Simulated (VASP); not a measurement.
# Co (Fm-3m) in VASP: notebook

The runs below take Co through single point, with PBE+U.

All numbers are computed with VASP 6.6.1; they aren't measurements. Logs are shortened: lines on timing, memory, paths and dates and some standing lists are left out, and cuts for length are marked.

## (1) The cell of the first run

The structure is cubic, space group Fm-3m (No. 225). Conventional cell: a = 3.589 Å, b = 3.589 Å, c = 3.589 Å, α = 90.00°, β = 90.00°, γ = 90.00°. Within 3.3 Å of Co (site symmetry m-3m) lie 12 Co at 2.54 Å.

## (2) Single point, PBE+U, collinear spin, ferromagnetic start

Contents of INCAR:

```
ALGO     = Normal         # electronic algorithm
EDIFF    = 1E-6           # SCF threshold, eV
ENCUT    = 600            # plane-wave cutoff, eV
GGA      = PE             # functional
GGA_COMPAT= False        
ISIF     = 2              # what is computed and relaxed
ISMEAR   = -1             # smearing method
ISPIN    = 2              # spin polarisation
LASPH    = True           # aspherical terms in the spheres
LCHARG   = True           # write CHGCAR
LDAU     = True           # DFT+U
LDAUJ    = 0            
LDAUL    = 2              # shell
LDAUPRINT= 1            
LDAUTYPE = 2            
LDAUU    = 2.7            # U, eV
LELF     = True           # ELF
LMAXMIX  = 4              # l up to which the mixer works
LORBIT   = 11             # projections on sites
LREAL    = False          # projectors in reciprocal space
LVHAR    = True         
LWAVE    = False          # write WAVECAR
MAGMOM   = 3 3            # initial moments
NBANDS   = 20             # bands
NELM     = 200            # most SCF steps
PREC     = Accurate       # precision mode
SIGMA    = 0.05           # smearing width, eV
```

Contents of KPOINTS:

```
k-points
0
Gamma
  6 12 12
```

Contents of POSCAR:

```
Co
1.0
    0.0000000000      3.5890000000      3.5890000000
    1.7945000000      0.0000000000      1.7945000000
    1.7945000000      1.7945000000      0.0000000000
Co
2
Direct
    0.0000000000      0.0000000000      0.0000000000
    0.5000000000      0.0000000000      0.0000000000
```

Potentials or basis: VASP PAW PBE potentials, release 64 (Co).

Started as:

```bash
$ cat potpaw_PBE.64/Co/POTCAR > POTCAR
$ mpirun -np 1 vasp_std > vasp.out
```

OUTCAR:

```text
EDIFF = 1E-6
   ENCUT = 600
   GGA = PE
   ISIF = 2
   ISMEAR = -1
   ISPIN = 2
   LASPH = True
   LORBIT = 11
   LREAL = False
   NELM = 200
   PREC = Accurate

 ion  position               nearest neighbor table
   1  0.000  0.000  0.000-   2 2.54   2 2.54   2 2.54   2 2.54   2 2.54   2 2.54
   2  0.500  0.000  0.000-   1 2.54   1 2.54   1 2.54   1 2.54   1 2.54   1 2.54

  LATTYP: Found a trigonal (rhomboedric) cell.
 ALAT       =     4.3956093434
 COS(alpha) =     0.8333333333

  Lattice vectors:

 A1 = (   1.7945000000,  -1.7945000000,  -3.5890000000)
 A2 = (   3.5890000000,  -1.7945000000,  -1.7945000000)
 A3 = (   1.7945000000,  -3.5890000000,  -1.7945000000)

Analysis of symmetry for initial positions (statically):
=====================================================================
 Subroutine PRICEL returns following result:

  LATTYP: Found a face centered cubic cell.
 ALAT       =     3.5890000000
[... 12 lines left out ...]
 Subroutine GETGRP returns: Found 12 space group operations
 (whereof 12 operations were pure point group operations)
 out of a pool of 12 trial point group operations.

The static configuration has the point symmetry D_3d.

Analysis of symmetry for dynamics (positions and initial velocities):
=====================================================================
 Subroutine PRICEL returns following result:

  LATTYP: Found a face centered cubic cell.
 ALAT       =     3.5890000000
[... 12 lines left out ...]
 Subroutine GETGRP returns: Found 12 space group operations
 (whereof 12 operations were pure point group operations)
 out of a pool of 12 trial point group operations.

The dynamic configuration has the point symmetry D_3d.

Analysis of structural, dynamic, and magnetic symmetry:
=====================================================================
 Subroutine PRICEL returns following result:

  LATTYP: Found a face centered cubic cell.
 ALAT       =     3.5890000000
[... 12 lines left out ...]
 Subroutine GETGRP returns: Found 12 space group operations
 (whereof 12 operations were pure point group operations)
 out of a pool of 12 trial point group operations.

The overall configuration has the point symmetry D_3d.

 Subroutine INISYM returns: Found 12 space group operations
 (whereof 12 operations are pure point group operations),
 and found     2 'primitive' translations

----------------------------------------------------------------------------------------

                                     Primitive cell

  volume of cell :      11.5574

  direct lattice vectors                    reciprocal lattice vectors
     0.000000000  1.794500000  1.794500000    -0.278629145  0.278629145  0.278629145
     1.794500000  0.000000000  1.794500000     0.278629145 -0.278629145  0.278629145
     1.794500000  1.794500000  0.000000000     0.278629145  0.278629145 -0.278629145

  length of vectors
     2.537806238  2.537806238  2.537806238     0.482599835  0.482599835  0.482599835

  position of ions in fractional coordinates (direct lattice)
     0.000000000  0.000000000  0.000000000

  ion indices of the primitive-cell ions
   primitive index   ion index
                 1           1

----------------------------------------------------------------------------------------

 KPOINTS: k-points

Automatic generation of k-mesh.
 Grid dimensions read from file:
 generate k-points for:    6   12   12

 Generating k-lattice:

  Cartesian coordinates                     Fractional coordinates (reciprocal lattice)
    -0.023219095  0.023219095  0.023219095     0.166666667  0.000000000  0.000000000
     0.023219095 -0.023219095  0.023219095     0.000000000  0.083333333  0.000000000
     0.023219095  0.023219095 -0.023219095     0.000000000  0.000000000  0.083333333

[... 91 lines left out ...]
   EFERMI_NEDOS =   21; number of points for ismear=-14 and -15
   IALGO  =     38    algorithm
   IMIX   =      4    mixing-type and parameters
     AMIX     =   0.40;   BMIX     =  1.00
     AMIX_MAG =   1.60;   BMIX_MAG =  1.00
[... 45 lines left out ...]
  o =  0.7238  v =  0.0000  0.0000  0.0000  0.0000  0.0000  0.5774 -0.5774 -0.0000  0.5774 -0.0000      0.0000  0.0000  0.0000  0.0000  0.0000  0.0000  0.0000  0.0000  0.0000  0.0000
  o =  0.7238  v =  0.0000  0.0000  0.0000  0.0000  0.0000  0.8074  0.5091 -0.0000 -0.2983  0.0000      0.0000  0.0000  0.0000  0.0000  0.0000  0.0000  0.0000  0.0000  0.0000  0.0000
  o =  0.7238  v =  0.0000  0.0000  0.0000  0.0000  0.0000  0.1217 -0.6384 -0.0000 -0.7600 -0.0000      0.0000  0.0000  0.0000  0.0000  0.0000  0.0000  0.0000  0.0000  0.0000  0.0000
  o =  0.9144  v =  0.0000  0.7071  0.0000  0.7071 -0.0000  0.0000  0.0000  0.0000  0.0000  0.0000      0.0000  0.0000  0.0000  0.0000  0.0000  0.0000  0.0000  0.0000  0.0000  0.0000
  o =  0.9144  v =  0.8165  0.4082  0.0000 -0.4082 -0.0000  0.0000  0.0000  0.0000  0.0000  0.0000      0.0000  0.0000  0.0000  0.0000  0.0000  0.0000  0.0000  0.0000  0.0000  0.0000
  o =  0.9144  v = -0.5774  0.5774 -0.0000 -0.5774 -0.0000  0.0000  0.0000  0.0000  0.0000  0.0000      0.0000  0.0000  0.0000  0.0000  0.0000  0.0000  0.0000  0.0000  0.0000  0.0000
  o =  0.9337  v =  0.0000  0.0000 -0.0000  0.0000  1.0000  0.0000  0.0000  0.0000  0.0000  0.0000      0.0000  0.0000  0.0000  0.0000  0.0000  0.0000  0.0000  0.0000  0.0000  0.0000
  o =  0.9337  v =  0.0000  0.0000 -1.0000 -0.0000 -0.0000  0.0000  0.0000  0.0000  0.0000  0.0000      0.0000  0.0000  0.0000  0.0000  0.0000  0.0000  0.0000  0.0000  0.0000  0.0000

 number of electron      18.0000006 magnetization       3.5551784

 Free energy of the ion-electron system (eV)
  ---------------------------------------------------
  ext. energy  EPLUGINS =         0.00000000
  ---------------------------------------------------
  free energy    TOTEN  =        -9.92769437 eV

  energy without entropy =       -9.91767757  energy(sigma->0) =       -9.92268597

 E-fermi :   9.5076     XC(G=0): -12.9942

 val. band max:        9.4692734221   @ k =   0.0000  -0.4167   0.2500
 cond. band min:       9.5208876032   @ k =  -0.3333   0.4167   0.0833
 fundamental gap:      0.0516141811
 Fermi energy:         9.5075686639

 spin component 1

 k-point     1 :       0.0000    0.0000    0.0000
  band No.  band energies     occupation
      1       0.8843      1.00000
      2       3.9539      1.00000
      3       5.6387      1.00000
      4       5.6387      1.00000
      5       6.0857      1.00000
      6       6.0857      1.00000
[... 1097 lines left out ...]
     19      31.3459      0.00000
     20      34.5713      0.00000

 [... further k-points ...]
[... 5 lines left out ...]
  --------------------------------------------------------------------------------------
  -------------------------------------------------------------------------------------
  Total       -0.8599163     -0.8599163     -0.8599163     -0.0000445      0.0000445     -0.0000445
  in kB      -59.6041309    -59.6041309    -59.6041309     -0.0030870      0.0030870     -0.0030870
  external PRESSURE =     -59.6041309 kB  Pullay stress =       0.0000000 kB

 VOLUME and BASIS-vectors are now :
 -----------------------------------------------------------------------------
  energy-cutoff  :      600.00
  volume of cell :       23.11
      direct lattice vectors                 reciprocal lattice vectors
     0.000000000  3.589000000  3.589000000    -0.139314572  0.139314572  0.139314572
     1.794500000  0.000000000  1.794500000     0.278629145 -0.278629145  0.278629145
     1.794500000  1.794500000  0.000000000     0.278629145  0.278629145 -0.278629145

 POSITION                                       TOTAL-FORCE (eV/Angst)
 -----------------------------------------------------------------------------------
      0.00000      0.00000      0.00000         0.000000     -0.000000     -0.000000
      0.00000      1.79450      1.79450        -0.000000      0.000000      0.000000
 -----------------------------------------------------------------------------------
    total drift:                               -0.000000     -0.000000      0.000000

  FREE ENERGIE OF THE ION-ELECTRON SYSTEM (eV)
  ---------------------------------------------------
  free  energy   TOTEN  =        -9.9276943706 eV

  energy  without entropy=       -9.9176775702  energy(sigma->0) =       -9.92268597

 total charge

# of ion       s       p       d       tot
------------------------------------------
    1        0.459   0.461   7.276   8.196
    2        0.459   0.461   7.276   8.196
--------------------------------------------------
tot          0.918   0.922  14.553  16.393

 magnetization (x)

# of ion       s       p       d       tot
------------------------------------------
    1       -0.012  -0.067   1.920   1.842
    2       -0.012  -0.067   1.920   1.842
--------------------------------------------------
tot         -0.023  -0.134   3.840   3.683
```

Run time: 2.9 min. Hardware: 1 thread of Intel Xeon 8259CL, shared host; peak memory 0.21 GiB.

What came out:

```yaml
Free_energy: -9.9277 eV
Pressure: -6.0 GPa
Net_moment: 3.56 μB per cell
Site_moments: Co +1.84 μB
Valence_electrons_inside_the_program's_atomic_spheres: Co 8.20
```

Levels at points of the mesh, in eV from the Fermi level:
Spin up:
```tsv
k point	band 8	band 9	band 10	band 11	band 12	band 13	band 14	band 15
(0.00, 0.00, 0.00)	-2.99	-2.99	-1.82	-1.82	-0.21	5.25	21.15	22.58
(0.50, 0.00, 0.00)	-3.51	-2.58	-2.58	-2.58	-2.58	13.62	13.62	22.62
(0.00, 0.50, 0.00)	-1.82	-1.41	-1.41	-0.21	2.45	5.25	8.35	14.26
(0.50, 0.50, 0.00)	-3.06	-1.71	-1.71	1.80	1.80	8.00	8.00	13.64
```
Spin down:
| k point | band 3 | band 4 | band 5 | band 6 | band 7 | band 8 | band 9 | band 10 | band 11 | band 12 |
| --- | --- | --- | --- | --- | --- | --- | --- | --- | --- | --- |
| (0.00, 0.00, 0.00) | -1.52 | -1.52 | -1.52 | -0.89 | -0.89 | -0.35 | 1.56 | 1.56 | 1.64 | 1.64 |
| (0.50, 0.00, 0.00) | -1.99 | -1.99 | -1.08 | -1.08 | -1.08 | -1.08 | 1.41 | 1.41 | 1.41 | 1.41 |
| (0.00, 0.50, 0.00) | -2.95 | -0.89 | -0.89 | -0.35 | 0.73 | 0.73 | 1.64 | 1.64 | 2.39 | 2.39 |
| (0.50, 0.50, 0.00) | -2.32 | -2.32 | -1.21 | -1.21 | -0.05 | -0.05 | 1.85 | 1.85 | 3.28 | 3.28 |

Eigenvalues of the final occupation matrices:
| site | spin | trace | eigenvalues |
| --- | --- | --- | --- |
| site 1 d | 1 | 4.61 | 0.91 0.91 0.91 0.93 0.93 |
| site 1 d | 2 | 2.69 | 0.26 0.26 0.72 0.72 0.72 |
| site 2 d | 1 | 4.61 | 0.91 0.91 0.91 0.93 0.93 |
| site 2 d | 2 | 2.69 | 0.26 0.26 0.72 0.72 0.72 |

Caveat: the U is typed as a test and isn't derived for this compound.

## (3) Single point, PBE+U, collinear spin, ferromagnetic start

Contents of INCAR:

```
SYSTEM = Co
ALGO = Normal
EDIFF = 1E-6
ENCUT = 600
GGA = PE
GGA_COMPAT = .False.
ISIF = 2
ISMEAR = -1
ISPIN = 2
LASPH = .True.
LCHARG = .False.
LDAU = .True.
LDAUJ = 0
LDAUL = 2
LDAUPRINT = 1
LDAUTYPE = 2
LDAUU = 2.7
LMAXMIX = 4
LORBIT = 11
LREAL = .False.
LWAVE = .False.
MAGMOM = 2.03 2.03
NBANDS = 20
NELM = 200
PREC = Accurate
SIGMA = 0.05
```

Contents of KPOINTS:

```
k-points
0
Gamma
  6 12 12
  0 0 0
```

POSCAR is that of step 2.

Potentials or basis: VASP PAW PBE potentials, release 64 (Co).

Started as:

```bash
$ cat potpaw_PBE.64/Co/POTCAR > POTCAR
$ mpirun -np 1 vasp_std > vasp.out
```

It took 3.2 min on 1 thread of Intel Xeon 8259CL, shared host; peak memory 0.21 GiB.

Results (log left out):

```
Free energy                                           : -9.9277 eV
Pressure                                              : -5.9 GPa
Net moment                                            : 3.56 μB per cell
Site moments                                          : Co +1.84 μB
Valence electrons inside the program's atomic spheres : Co 8.20
```

Levels at points of the mesh, in eV from the Fermi level:
Spin up:
```tsv
k point	band 9	band 10	band 11	band 12	band 13	band 14
(0.00, 0.00, 0.00)	-2.99	-1.82	-1.82	-0.21	5.25	21.15
(0.50, 0.00, 0.00)	-2.58	-2.58	-2.58	-2.58	13.62	13.62
(0.00, 0.50, 0.00)	-1.41	-1.41	-0.21	2.46	5.25	8.35
(0.50, 0.50, 0.00)	-1.71	-1.71	1.80	1.80	8.00	8.00
```
Spin down:
```
           k point  band 3  band 4  band 5  band 6  band 7  band 8  band 9  band 10  band 11  band 12
(0.00, 0.00, 0.00)   -1.52   -1.52   -1.52   -0.89   -0.89   -0.35    1.56     1.56     1.64     1.64
(0.50, 0.00, 0.00)   -1.99   -1.99   -1.08   -1.08   -1.08   -1.08    1.41     1.41     1.41     1.41
(0.00, 0.50, 0.00)   -2.95   -0.89   -0.89   -0.35    0.73    0.73    1.64     1.64     2.39     2.39
(0.50, 0.50, 0.00)   -2.32   -2.32   -1.21   -1.21   -0.05   -0.05    1.85     1.85     3.28     3.28
```

Eigenvalues of the final occupation matrices:
| site | spin | trace | eigenvalues |
| --- | --- | --- | --- |
| site 1 d | 1 | 4.61 | 0.91 0.91 0.91 0.93 0.93 |
| site 1 d | 2 | 2.69 | 0.26 0.26 0.72 0.72 0.72 |
| site 2 d | 1 | 4.61 | 0.91 0.91 0.91 0.93 0.93 |
| site 2 d | 2 | 2.69 | 0.26 0.26 0.72 0.72 0.72 |

Caveat: the U is typed as a test and isn't derived for this compound. The state reached can hang on the start; a lower one may exist.

## (4) Single point, PBE+U, collinear spin, antiferromagnetic start

Contents of INCAR:

```
SYSTEM = Co
PREC = Accurate
ENCUT = 600
EDIFF = 1E-6
ISMEAR = -1
SIGMA = 0.05
LREAL = .False.
LASPH = .True.
NELM = 200
ALGO = Normal
ISIF = 2
LWAVE = .False.
LCHARG = .False.
ISPIN = 2
MAGMOM = 3 -3
LORBIT = 11
LMAXMIX = 4
LDAU = .True.
LDAUTYPE = 2
LDAUL = 2
LDAUU = 2.7
LDAUJ = 0
LDAUPRINT = 1
GGA = PE
NBANDS = 20
GGA_COMPAT = .False.
```

Contents of KPOINTS:

```
Automatic mesh
0
Gamma
  6 12 12
  0 0 0
```

POSCAR is that of step 3.

Started as:

```bash
$ cat potpaw_PBE.64/Co/POTCAR > POTCAR
$ mpirun -np 1 vasp_std > vasp.out
```

Wall time 3.3 min (1 thread of Intel Xeon 8259CL, shared host); peak memory 0.21 GiB.

The run converged. Its results:

- Free energy: -9.3536 eV
- Pressure: -0.7 GPa
- Band gap on the k mesh: zero (filled and empty bands overlap)
- Net moment: 0.00 μB per cell
- Site moments: Co +1.95, -1.95 μB
- Valence electrons inside the program's atomic spheres: Co 8.19

Stress tensor (GPa, compression positive):
```
 -0.73 -10.06 -10.06
-10.06  -0.73  10.06
-10.06  10.06  -0.73
```

Levels at points of the mesh, in eV from the Fermi level:
Spin up:
| k point | band 6 | band 7 | band 8 | band 9 | band 10 | band 11 | band 12 | band 13 |
| --- | --- | --- | --- | --- | --- | --- | --- | --- |
| (0.00, 0.00, 0.00) | -3.08 | -2.68 | -0.67 | -0.67 | -0.27 | 1.62 | 1.62 | 5.74 |
| (0.50, 0.00, 0.00) | -2.93 | -2.93 | -2.56 | -0.82 | -0.82 | 1.48 | 1.48 | 13.84 |
| (0.00, 0.50, 0.00) | -1.75 | -0.39 | -0.22 | 0.06 | 1.07 | 1.38 | 2.46 | 5.99 |
| (0.50, 0.50, 0.00) | -2.36 | -1.74 | -1.31 | 0.97 | 1.13 | 1.89 | 2.91 | 7.97 |
Spin down:
```tsv
k point	band 6	band 7	band 8	band 9	band 10	band 11	band 12	band 13
(0.00, 0.00, 0.00)	-3.08	-2.68	-0.67	-0.67	-0.27	1.62	1.62	5.74
(0.50, 0.00, 0.00)	-2.93	-2.93	-2.56	-0.82	-0.82	1.48	1.48	13.84
(0.00, 0.50, 0.00)	-1.75	-0.39	-0.22	0.06	1.07	1.38	2.46	5.99
(0.50, 0.50, 0.00)	-2.36	-1.74	-1.31	0.97	1.13	1.89	2.91	7.97
```

Eigenvalues of the final occupation matrices:
| site | spin | trace | eigenvalues |
| --- | --- | --- | --- |
| site 1 d | 1 | 4.60 | 0.88 0.92 0.92 0.93 0.93 |
| site 1 d | 2 | 2.66 | 0.28 0.28 0.61 0.61 0.88 |
| site 2 d | 1 | 2.66 | 0.28 0.28 0.61 0.61 0.88 |
| site 2 d | 2 | 4.60 | 0.88 0.92 0.92 0.93 0.93 |

Caveat: the U is typed as a test and isn't derived for this compound. The state reached can hang on the start; a lower one may exist.

## (5) Single point, PBE+U, collinear spin, ferromagnetic start

Contents of INCAR:

```
PREC = Accurate
ENCUT = 600
EDIFF = 1E-6
ISMEAR = -1
SIGMA = 0.05
LREAL = False
LASPH = True
NELM = 200
ALGO = Normal
ISIF = 2
LWAVE = False
LCHARG = True
ISPIN = 2
MAGMOM = 0.6 0.6
LORBIT = 11
LMAXMIX = 4
LDAU = True
LDAUTYPE = 2
LDAUL = 2
LDAUU = 2.7
LDAUJ = 0
LDAUPRINT = 1
GGA = PE
LELF = True
LVHAR = True
NBANDS = 20
GGA_COMPAT = False
```

Contents of KPOINTS:

```
regular mesh
0
Gamma
  6 12 12
```

POSCAR is that of step 4.

Started as:

```bash
$ cat potpaw_PBE.64/Co/POTCAR > POTCAR
$ mpirun -np 1 vasp_std > vasp.out
```

Run time: 3.6 min. Hardware: 1 thread of Intel Xeon 8259CL, shared host; peak memory 0.22 GiB.

It converged, with:

| Item | Value |
| --- | --- |
| Free energy | -9.9277 eV |
| Pressure | -5.9 GPa |
| Net moment | 3.56 μB per cell |
| Site moments | Co +1.84 μB |
| Valence electrons inside the program's atomic spheres | Co 8.20 |

Levels at points of the mesh, in eV from the Fermi level:
Spin up:
| k point | band 8 | band 9 | band 10 | band 11 | band 12 | band 13 | band 14 | band 15 |
| --- | --- | --- | --- | --- | --- | --- | --- | --- |
| (0.00, 0.00, 0.00) | -2.99 | -2.99 | -1.82 | -1.82 | -0.21 | 5.25 | 21.15 | 22.58 |
| (0.50, 0.00, 0.00) | -3.51 | -2.58 | -2.58 | -2.58 | -2.58 | 13.62 | 13.62 | 22.62 |
| (0.00, 0.50, 0.00) | -1.82 | -1.41 | -1.41 | -0.21 | 2.46 | 5.25 | 8.35 | 14.26 |
| (0.50, 0.50, 0.00) | -3.06 | -1.71 | -1.71 | 1.80 | 1.80 | 8.00 | 8.00 | 13.64 |
Spin down:
| k point | band 4 | band 5 | band 6 | band 7 | band 8 | band 9 | band 10 | band 11 |
| --- | --- | --- | --- | --- | --- | --- | --- | --- |
| (0.00, 0.00, 0.00) | -1.52 | -1.52 | -0.89 | -0.89 | -0.35 | 1.56 | 1.56 | 1.64 |
| (0.50, 0.00, 0.00) | -1.99 | -1.08 | -1.08 | -1.08 | -1.08 | 1.41 | 1.41 | 1.41 |
| (0.00, 0.50, 0.00) | -0.89 | -0.89 | -0.35 | 0.73 | 0.73 | 1.64 | 1.64 | 2.39 |
| (0.50, 0.50, 0.00) | -2.32 | -1.21 | -1.21 | -0.05 | -0.05 | 1.85 | 1.85 | 3.28 |

Eigenvalues of the final occupation matrices:
```tsv
site	spin	trace	eigenvalues
site 1 d	1	4.61	0.91 0.91 0.91 0.93 0.93
site 1 d	2	2.69	0.26 0.26 0.72 0.72 0.72
site 2 d	1	4.61	0.91 0.91 0.91 0.93 0.93
site 2 d	2	2.69	0.26 0.26 0.72 0.72 0.72
```

Caveat: the U is typed as a test and isn't derived for this compound.
